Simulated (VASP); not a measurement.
# Al (Fm-3m) in VASP: settings compared

Al is run at these levels: BLYP, B3LYP; tasks: single point.

Program: VASP 6.6.1. These are calculated values, not measurements. Logs are shortened: lines on timing, memory, paths and dates and some standing lists are left out, and cuts for length are marked.

### Step 1. The cell of the first run

It takes space group Fm-3m (No. 225, cubic). The conventional cell has a = 4.111 Å, b = 4.111 Å, c = 4.111 Å, α = 90.00°, β = 90.00°, γ = 90.00°. Within 3.8 Å of Al (site symmetry m-3m) lie 12 Al at 2.91 Å.

### Step 2. Single point, BLYP

INCAR reads:

```
SYSTEM = Al
AGGAC = 1.0
AGGAX = 1.0
ALDAC = 0.0
ALDAX = 1.0
ALGO = Normal
EDIFF = 1E-6
ENCUT = 520
GGA = B5
ISIF = 2
ISMEAR = -1
LASPH = .TRUE.
LCHARG = .FALSE.
LREAL = .FALSE.
LWAVE = .FALSE.
NBANDS = 8
NELM = 80
PREC = Accurate
SIGMA = 0.1
```

KPOINTS reads:

```
k-points
0
G
  7 7 7
  0 0 0
```

POSCAR reads:

```
Al
1.0
    0.0000000000      2.0556305681      2.0556305681
    2.0556305681      0.0000000000      2.0556305681
    2.0556305681      2.0556305681      0.0000000000
Al
1
Direct
    0.0000000000      0.0000000000      0.0000000000
```

Potentials or basis: VASP PAW PBE potentials, release 64 (Al).

Started as:

```bash
> cat potpaw_PBE.64/Al/POTCAR > POTCAR
> mpirun -np 1 vasp_std > vasp.out
```

OUTCAR:

```text
SYSTEM = Al
   EDIFF = 1E-6
   ENCUT = 520
   GGA = B5
   ISIF = 2
   ISMEAR = -1
   LASPH = .TRUE.
   LREAL = .FALSE.
   NELM = 80
   PREC = Accurate

 ion  position               nearest neighbor table
   1  0.000  0.000  0.000-

  LATTYP: Found a face centered cubic cell.
 ALAT       =     4.1112611362

  Lattice vectors:

 A1 = (   0.0000000000,   2.0556305681,   2.0556305681)
 A2 = (   2.0556305681,   0.0000000000,   2.0556305681)
 A3 = (   2.0556305681,   2.0556305681,   0.0000000000)

Analysis of symmetry for initial positions (statically):
=====================================================================
 Subroutine PRICEL returns:
 Original cell was already a primitive cell.

 Routine SETGRP: Setting up the symmetry group for a
 face centered cubic supercell.

 Subroutine GETGRP returns: Found 48 space group operations
 (whereof 48 operations were pure point group operations)
 out of a pool of 48 trial point group operations.

The static configuration has the point symmetry O_h .

Analysis of symmetry for dynamics (positions and initial velocities):
=====================================================================
 Subroutine PRICEL returns:
 Original cell was already a primitive cell.

 Routine SETGRP: Setting up the symmetry group for a
 face centered cubic supercell.

 Subroutine GETGRP returns: Found 48 space group operations
 (whereof 48 operations were pure point group operations)
 out of a pool of 48 trial point group operations.

The dynamic configuration has the point symmetry O_h .

 Subroutine INISYM returns: Found 48 space group operations
 (whereof 48 operations are pure point group operations),
 and found     1 'primitive' translations

----------------------------------------------------------------------------------------

                                     Primitive cell

  volume of cell :      17.3726

  direct lattice vectors                    reciprocal lattice vectors
     0.000000000  2.055630568  2.055630568    -0.243234367  0.243234367  0.243234367
     2.055630568  0.000000000  2.055630568     0.243234367 -0.243234367  0.243234367
     2.055630568  2.055630568  0.000000000     0.243234367  0.243234367 -0.243234367

  length of vectors
     2.907100629  2.907100629  2.907100629     0.421294282  0.421294282  0.421294282

  position of ions in fractional coordinates (direct lattice)
     0.000000000  0.000000000  0.000000000

  ion indices of the primitive-cell ions
   primitive index   ion index
                 1           1

----------------------------------------------------------------------------------------

 KPOINTS: k-points

Automatic generation of k-mesh.
 Grid dimensions read from file:
 generate k-points for:    7    7    7

 Generating k-lattice:

  Cartesian coordinates                     Fractional coordinates (reciprocal lattice)
    -0.034747767  0.034747767  0.034747767     0.142857143  0.000000000  0.000000000
     0.034747767 -0.034747767  0.034747767     0.000000000  0.142857143  0.000000000
     0.034747767  0.034747767 -0.034747767     0.000000000  0.000000000  0.142857143

  Length of vectors
     0.060184897  0.060184897  0.060184897

  Shift w.r.t. Gamma in fractional coordinates (k-lattice)
     0.000000000  0.000000000  0.000000000

 Subroutine IBZKPT returns following result:
 ===========================================

 Found     20 irreducible k-points:

 Following reciprocal coordinates:
            Coordinates               Weight
  0.000000  0.000000  0.000000      1.000000
  0.142857  0.000000  0.000000      8.000000
  0.285714  0.000000  0.000000      8.000000
  0.428571  0.000000  0.000000      8.000000
  0.142857  0.142857  0.000000      6.000000
  0.285714  0.142857  0.000000     24.000000
[... 12 lines left out ...]
 -0.428571  0.428571  0.142857     24.000000
 -0.285714  0.428571  0.142857     24.000000
   k-points           NKPTS =     20   k-points in BZ     NKDIM =     20   number of bands    NBANDS=      8
   number of dos      NEDOS =    301   number of ions     NIONS =      1
   total plane-waves  NPLWV =  13824
   dimension x,y,z NGX =    24 NGY =   24 NGZ =   24
   dimension x,y,z NGXF=    48 NGYF=   48 NGZF=   48
   ions per type =               1
   NGX,Y,Z   is equivalent  to a cutoff of  13.72, 13.72, 13.72 a.u.
   NGXF,Y,Z  is equivalent  to a cutoff of  27.45, 27.45, 27.45 a.u.
 SYSTEM =  Al
   PREC   = accura    normal or accurate (medium, high low for compatibility)
   ISTART =      0    job   : 0-new  1-cont  2-samecut
   ICHARG =      2    charge: 1-file 2-atom 10-const
   ISPIN  =      1    spin polarized calculation?
   LNONCOLLINEAR =      F non collinear calculations
   LSORBIT =      F    spin-orbit coupling
   LASPH  =      T    aspherical Exc in radial PAW
   ENCUT  =  520.0 eV  38.22 Ry    6.18 a.u.   5.41  5.41  5.41*2*pi/ulx,y,z
   NELM   =     80;   NELMIN=  2; NELMDL= -5     # of ELM steps
   EDIFF  = 0.1E-05   stopping-criterion for ELM
   LREAL  =      F    real-space projection
   EDIFFG = 0.1E-04   stopping-criterion for IOM
   NSW    =      0    number of steps for IOM
   IBRION =     -1    ionic relax: 0-MD 1-quasi-New 2-CG
   NFREE  =      0    steps in history (QN), initial steepest desc. (CG)
   ISIF   =      2    stress and relaxation
   ISYM   =      2    0-nonsym 1-usesym 2-fastsym
   POTIM  = 0.5000    time-step for ionic-motion
   TEBEG  =    0.0;   TEEND  =   0.0 temperature during run
   PSTRESS=    0.0 pullay stress
   NELECT =       3.0000    total number of electrons
   NUPDOWN=      -1.0000    fix difference up-down
   EMIN   =  10.00;   EMAX   =-10.00  energy-range for DOS
   EFERMI =   0.00;   METHOD = LEGACY
   ISMEAR =    -1;   SIGMA  =   0.10  broadening in eV -4-tet -1-fermi 0-gaus
   EFERMI_NEDOS =   21; number of points for ismear=-14 and -15
   IALGO  =     38    algorithm
   IMIX   =      4    mixing-type and parameters
     AMIX     =   0.40;   BMIX     =  1.00
     AMIX_MAG =   1.60;   BMIX_MAG =  1.00
  volume/ion in A,a.u.               =      17.37       117.24
  Fermi-wavevector in a.u.,A,eV,Ry     =   0.911647  1.722764 11.307813  0.831101
  Thomas-Fermi vector in A             =   2.035951
   LORBIT       =      0    0 simple, 1 ext, 2 COOP (PROOUT), +10 PAW based schemes
   GGA     = B5    functional components
   LHFCALC =     F    Hartree Fock is set to
   AEXX    =    0.0000 exact exchange contribution
   IVDW    =     0    specifies the selected vdW correction
   LEPSILON=     F    determine dielectric tensor
   LRPA    =     F    only Hartree local field effects (RPA)
 non-spin polarized calculation
  energy-cutoff  :      520.00
  volume of cell :       17.37
 maximum number of plane-waves:       489
 NGX is ok and might be reduce to    24
   NGX = 11   NGY = 11   NGZ = 11

 number of electron       3.0000000 magnetization

 Free energy of the ion-electron system (eV)
  ---------------------------------------------------
  ext. energy  EPLUGINS =         0.00000000
  ---------------------------------------------------
  free energy    TOTEN  =        -2.75635019 eV

  energy without entropy =       -2.74510378  energy(sigma->0) =       -2.75072699

 E-fermi :   7.9615     XC(G=0):  -9.4778

 val. band max:        7.3564083181   @ k =   0.4286   0.1429   0.0000
 cond. band min:       8.0885541616   @ k =  -0.2857   0.4286   0.1429
 fundamental gap:      0.7321458435
 Fermi energy:         7.9614520063

 k-point     1 :       0.0000    0.0000    0.0000
  band No.  band energies     occupation
      1      -2.8170      2.00000
      2      20.2434      0.00000
      3      20.2434      0.00000
      4      20.2434      0.00000
      5      21.1807      0.00000
      6      21.1807      0.00000
      7      21.1807      0.00000
      8      24.1742      0.00000

 k-point     2 :       0.1429    0.0000    0.0000
  band No.  band energies     occupation
      1      -2.2826      2.00000
      2      15.2745      0.00000
      3      19.0090      0.00000
      4      19.0090      0.00000
      5      22.0415      0.00000
      6      23.0084      0.00000
      7      23.0084      0.00000
      8      24.8901      0.00000

 k-point     3 :       0.2857    0.0000    0.0000
  band No.  band energies     occupation
      1      -0.6911      2.00000
      2      10.0094      0.00000
      3      18.2771      0.00000
      4      18.2771      0.00000
      5      21.5322      0.00000
      6      21.5322      0.00000
      7      21.7780      0.00000
      8      25.6364      0.00000

 k-point     4 :       0.4286    0.0000    0.0000
  band No.  band energies     occupation
      1       1.9245      2.00000
      2       5.5155      2.00000
      3      18.4010      0.00000
      4      18.4010      0.00000
      5      19.6443      0.00000
      6      19.6443      0.00000
      7      22.1062      0.00000
      8      23.5685      0.00000

 k-point     5 :       0.1429    0.1429    0.0000
  band No.  band energies     occupation
      1      -2.1048      2.00000
      2      17.0478      0.00000
      3      17.0478      0.00000
      4      17.5142      0.00000
      5      19.7725      0.00000
      6      21.3752      0.00000
      7      25.3290      0.00000
      8      25.3290      0.00000
[... 133 lines left out ...]
 k-point    18 :      -0.4286    0.2857    0.1429
  band No.  band energies     occupation
      1       3.2979      2.00000
      2       6.8276      1.99998
      3      11.6747      0.00000
      4      12.7940      0.00000
      5      20.7201      0.00000
      6      21.9690      0.00000
      7      25.1977      0.00000
      8      28.8315      0.00000

 k-point    19 :      -0.4286    0.4286    0.1429
  band No.  band energies     occupation
      1       4.1284      2.00000
      2       9.0398      0.00004
      3       9.4314      0.00000
      4      10.7349      0.00000
      5      18.6629      0.00000
      6      20.3646      0.00000
      7      26.9578      0.00000
      8      30.6144      0.00000

 k-point    20 :      -0.2857    0.4286    0.1429
  band No.  band energies     occupation
      1       6.1555      2.00000
      2       6.7941      1.99998
      3       8.0886      0.43816
      4      11.0257      0.00000
      5      20.1740      0.00000
      6      24.3675      0.00000
      7      25.1083      0.00000
      8      26.5801      0.00000

------------------------ aborting loop because EDIFF is reached ----------------------------------------

  FORCE on cell =-STRESS in cart. coord.  units (eV):
  Direction    XX          YY          ZZ          XY          YZ          ZX
  --------------------------------------------------------------------------------------
  -------------------------------------------------------------------------------------
  Total       -0.0293434     -0.0293434     -0.0293434     -0.0000000     -0.0000000     -0.0000000
  in kB       -2.7061715     -2.7061715     -2.7061715     -0.0000000     -0.0000000     -0.0000000
  external PRESSURE =      -2.7061715 kB  Pullay stress =       0.0000000 kB

 VOLUME and BASIS-vectors are now :
 -----------------------------------------------------------------------------
  energy-cutoff  :      520.00
  volume of cell :       17.37
      direct lattice vectors                 reciprocal lattice vectors
     0.000000000  2.055630568  2.055630568    -0.243234367  0.243234367  0.243234367
     2.055630568  0.000000000  2.055630568     0.243234367 -0.243234367  0.243234367
     2.055630568  2.055630568  0.000000000     0.243234367  0.243234367 -0.243234367

 POSITION                                       TOTAL-FORCE (eV/Angst)
 -----------------------------------------------------------------------------------
      0.00000      0.00000      0.00000         0.000000     -0.000000      0.000000
 -----------------------------------------------------------------------------------
    total drift:                               -0.000000      0.000000      0.000000

  FREE ENERGIE OF THE ION-ELECTRON SYSTEM (eV)
  ---------------------------------------------------
  free  energy   TOTEN  =        -2.7563501949 eV

  energy  without entropy=       -2.7451037840  energy(sigma->0) =       -2.75072699
```

Run time: 9.5 s. Hardware: 1 thread of AMD EPYC 7R13, shared host; peak memory 0.1 GiB.

Results:

| Property | Result |
| --- | --- |
| Free energy | -2.7564 eV |
| Pressure | -0.3 GPa |
| Band gap on the k mesh | zero (an odd number of electrons rules out a gap without spin polarisation) |

Levels at points of the mesh, in eV from the Fermi level:
| k point | band 1 | band 2 | band 3 | band 4 | band 5 | band 6 |
| --- | --- | --- | --- | --- | --- | --- |
| (0.00, 0.00, 0.00) | -10.78 | 12.28 | 12.28 | 12.28 | 13.22 | 13.22 |

Caveat: the k points lie up to 0.38 Å⁻¹ apart, too coarse for converged energies and pressures of a metal; the PAW data sets were made with another functional, which shifts forces and pressure a little.

### Step 3. Single point, B3LYP

POSCAR is that of step 2.

INCAR.step1 reads:

```
  PREC = Accurate
  ENCUT = 520
  EDIFF = 1E-5
  ISMEAR = -1
  SIGMA = 0.1
  LREAL = F
  LASPH = T
  NELM = 100
  ALGO = Normal
  ISIF = 2
  LWAVE = T
  LCHARG = F
  NBANDS = 8
  GGA = PE
```

INCAR.step2 reads:

```
  PREC = Accurate
  ENCUT = 520
  EDIFF = 1E-6
  ISMEAR = -1
  SIGMA = 0.1
  LREAL = F
  LASPH = T
  NELM = 100
  ALGO = Normal
  ISIF = 2
  LWAVE = F
  LCHARG = F
  GGA = B3
  LHFCALC = T
  AEXX = 0.2
  AGGAX = 0.72
  AGGAC = 0.81
  ALDAC = 0.19
  PRECFOCK = Normal
  NBANDS = 8
  ISTART = 1
```

KPOINTS reads:

```
Automatic mesh
0
Gamma
  7 7 7
```

Potentials or basis: VASP PAW PBE potentials, release 64 (Al).

Started as:

```bash
> cat potpaw_PBE.64/Al/POTCAR > POTCAR
> cp INCAR.step1 INCAR
> mpirun -np 1 vasp_std > vasp.out
> cp INCAR.step2 INCAR
> mpirun -np 1 vasp_std > vasp.out
```

It took 8.4 min on 1 thread of AMD EPYC 7R13, shared host; peak memory 0.11 GiB.

The run converged. Its results:

```
Free energy            : -3.3954 eV
Pressure               : -2.8 GPa
Band gap on the k mesh : zero (an odd number of electrons rules out a gap without spin polarisation)
```

Levels at points of the mesh, in eV from the Fermi level:
```csv
k point,band 1,band 2,band 3,band 4
"(0.00, 0.00, 0.00)",-12.48,13.34,13.34,13.34
```

Caveat: the k points lie up to 0.38 Å⁻¹ apart, too coarse for converged energies and pressures of a metal; the PAW data sets were made with another functional, which shifts forces and pressure a little.
